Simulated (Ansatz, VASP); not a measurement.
CuI: VASP beside Ansatz

INCAR

```
PREC = Accurate
ENCUT = 520
EDIFF = 1E-6
ISMEAR = -1
SIGMA = 0.05
LREAL = False
LASPH = True
NELM = 60
ALGO = Normal
ISIF = 2
LWAVE = False
LCHARG = True
GGA = PE
LELF = True
LVHAR = True
NBANDS = 16
```

File KPOINTS:

```
Automatic mesh
0
Gamma
  12 12 12
```

Contents of POSCAR:

```
CuI
1.0
    0.0000000000      3.0389565618      3.0389565618
    3.0389565618      0.0000000000      3.0389565618
    3.0389565618      3.0389565618      0.0000000000
Cu I
1 1
Direct
    0.2500000000      0.2500000000      0.2500000000
    0.0000000000      0.0000000000      0.0000000000
```

Input for Ansatz:

```yaml
crystal:
  lattice:
    - [0.0, 3.0389565618, 3.0389565618]
    - [3.0389565618, 0.0, 3.0389565618]
    - [3.0389565618, 3.0389565618, 0.0]
  atoms:
    - { symbol: Cu, position: [0.25, 0.25, 0.25] }
    - { symbol: I, position: [0.0, 0.0, 0.0] }
kpoints:
  mp_grid: { grid: [12, 12, 12] }
  band_path:
    path:
      - [0.0, 0.0, 0.0]
      - [-0.5, -0.5, 0.0]
      - [-0.375, -0.375, 0.25]
      - [-0.375, 0.0, 0.375]
      - [0.0, 0.0, 0.0]
      - [0.0, 0.0, 0.5]
      - [-0.5, -0.25, 0.25]
      - [-0.5, -0.5, 0.0]
    npoints: 14
scf:
  occupations: { method: fermi_dirac, width: 0.05 }
hamiltonian:
  xc: pbe
  pseudopotentials: { kind: all_electron, lapw: { basis_error: 0.0005 } }
output:
  forces: true
  stress: true
  eigenvalues: true
  populations: true
```

Alike in both runs: task single point; functional PBE; k mesh 12 × 12 × 12; occupations fermi-dirac, width 0.05 eV; no spin polarisation.

```csv
,VASP,Ansatz
version,VASP 6.6.1,Ansatz 0.2.0
potentials or method,"VASP PAW PBE potentials, release 64 (Cu, I), cutoff 520 eV","all-electron LAPW, scalar-relativistic"
```

VASP gave:

```
pressure (GPa) : 0.1
```

Question: What did Ansatz give for the same quantities?

Answer: Pressure (GPa): 0.0.

Ansatz ran all-electron here, and VASP with PAW potentials.

Neither program's run includes spin-orbit coupling.
